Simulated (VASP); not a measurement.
## Cd: single point with PBE

Cd:

```
CELL_PARAMETERS angstrom
1.64471 0.94957 2.50515
-1.64471 0.94957 2.50515
0.00000 -1.89914 2.50515
ATOMIC_POSITIONS crystal
Cd 0.00000 0.00000 0.00000
```

```yaml
Program: VASP 6.6.1
Task: single point
Functional: PBE
Potentials_or_basis: VASP PAW PBE potentials, release 64 (Cd)
Cutoff: 500 eV
k_mesh: 5 × 5 × 5
Occupations: tetrahedron
Spin: no spin polarisation
```

| Quantity | Value |
| --- | --- |
| Pressure | -1.5 GPa |
| Band gap on the k mesh | zero (band 6 reaches 2.62 eV, above the bottom of band 7 at 1.97 eV) |

Stress tensor (GPa, compression positive):
```
-2.53  0.00  0.00
 0.00 -2.53  0.00
 0.00  0.00  0.58
```

Levels at points of the mesh, in eV from the Fermi level:
| k point | band 3 | band 4 | band 5 | band 6 | band 7 | band 8 | band 9 | band 10 |
| --- | --- | --- | --- | --- | --- | --- | --- | --- |
| (0.00, 0.00, 0.00) | -8.85 | -8.57 | -8.57 | -8.25 | 13.19 | 13.52 | 13.52 | 16.30 |

Wall time 4.8 s on 1 thread of Intel(R) Xeon(R) 6975P-C (Granite Rapids), with other jobs on the host, peak memory 0.13 GiB.

Caveat: the k points lie up to 0.47 Å⁻¹ apart.
